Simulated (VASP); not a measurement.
**TiRh3: relaxation of cell and atoms with LDA**

The system is TiRh3.

```
Ti Rh
1.0
     3.82200    0.00000    0.00000
     0.00000    3.82200    0.00000
     0.00000    0.00000    3.82200
Ti Rh
1 3
Direct
  0.00000 0.00000 0.00000
  0.00000 0.50000 0.50000
  0.50000 0.00000 0.50000
  0.50000 0.50000 0.00000
```

| Item | Value |
| --- | --- |
| Program | VASP 6.6.1 |
| Task | relaxation of cell and atoms |
| Functional | LDA |
| Potentials or basis | VASP PAW LDA potentials, release 64 (Ti_sv, Rh_pv) |
| Cutoff | 600 eV |
| k mesh | 12 × 12 × 12 |
| Occupations | methfessel-paxton, width 0.1 eV |
| Spin | no spin polarisation |
| Dipole correction | no |
| Further INCAR settings | ALGO = Normal; EDIFF = 1e-07; IBRION = 2; EDIFFG = -0.03; NSW = 80; ISIF = 3 |

```yaml
Relaxed_volume: 13.45 Å³/atom
Relaxed_cell: a = 3.775 Å, b = 3.775 Å, c = 3.775 Å, α = 90.00°, β = 90.00°, γ = 90.00°
Space_group_after_relaxing_to_0.05_Å: Pm-3m (No. 221)
Energy_gained_by_relaxing: 16.5 meV/atom
Ionic_steps: 3
Pressure_after_relaxing: -0.3 GPa
```

The path:
| step | energy change (eV) | largest force (eV/Å) | pressure (GPa) | volume (Å³) |
| --- | --- | --- | --- | --- |
| 1 | 0.0000 | 0.0000 | -9.72 | 55.83 |
| 2 | 0.3148 | 0.0000 | 29.64 | 49.27 |
| 3 | -0.0659 | 0.0000 | -0.33 | 53.80 |

Final structure:
```cif
data_structure
_symmetry_space_group_name_H-M 'P 1'
_symmetry_Int_Tables_number 1
_cell_length_a 3.7751
_cell_length_b 3.7751
_cell_length_c 3.7751
_cell_angle_alpha 90.000
_cell_angle_beta 90.000
_cell_angle_gamma 90.000
_cell_volume 53.80
loop_
_atom_site_label
_atom_site_type_symbol
_atom_site_fract_x
_atom_site_fract_y
_atom_site_fract_z
_atom_site_occupancy
Ti1 Ti 0.00000 0.00000 0.00000 1
Rh1 Rh 0.00000 0.50000 0.50000 1
Rh2 Rh 0.50000 0.00000 0.50000 1
Rh3 Rh 0.50000 0.50000 0.00000 1
```

Levels at points of the mesh, in eV from the Fermi level:
| k point | band 27 | band 28 | band 29 | band 30 | band 31 | band 32 |
| --- | --- | --- | --- | --- | --- | --- |
| (0.00, 0.00, 0.00) | 1.40 | 1.40 | 1.40 | 2.80 | 2.80 | 3.49 |
| (0.50, 0.00, 0.00) | -1.15 | -0.96 | 0.12 | 1.09 | 1.09 | 1.41 |
| (0.50, 0.50, 0.00) | -1.60 | -1.21 | -0.80 | -0.77 | 1.50 | 1.50 |
| (0.50, 0.50, 0.50) | 0.95 | 1.02 | 1.17 | 1.17 | 1.17 | 2.67 |

Run time: 7.5 min on 1 thread of Oxide Virtual Turin-like Processor (shared host), peak memory 0.25 GiB.

LDA usually gives volumes a few per cent too small. Zero-point motion and thermal expansion aren't in these numbers.
